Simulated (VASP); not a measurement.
KBr:

```xyz
2
Lattice="0.0000 3.2925 3.2925 3.2925 0.0000 3.2925 3.2925 3.2925 0.0000" Properties=species:S:1:pos:R:3 pbc="T T T"
K     0.0000    0.0000    0.0000
Br    3.2925    3.2925    3.2925
```

Base run:

- Program: VASP 6.6.1
- Functional: PBEsol
- Potentials or basis: VASP PAW PBE potentials, release 64 (K_sv, Br)
- Cutoff: 520 eV
- k mesh: 6 × 6 × 6
- Occupations: fermi-dirac, width 0.01 eV
- Spin: no spin polarisation

Its results: band gap on the k mesh 4.30 eV; pressure -0.2 GPa.

Task: After a change of settings the same cell gave: band gap on the k mesh 4.45 eV; pressure 0.9 GPa. Which change was it?
A. functional from PBEsol to LDA; potentials or basis from VASP PAW PBE potentials, release 64 (K_sv, Br) to VASP PAW LDA potentials, release 64 (K_sv, Br)
B. further incar settings from ALGO = Normal; EDIFF = 1e-06; NBANDS = 15 to ALGO = Normal; EDIFF = 1e-08; NBANDS = 15
C. functional from PBEsol to PBE

Result: C.

PBE binds less tightly than PBEsol, so the same cell stands under more pressure.

Caveats: the PAW data sets were made with another functional, which shifts forces and pressure a little (at least some runs).
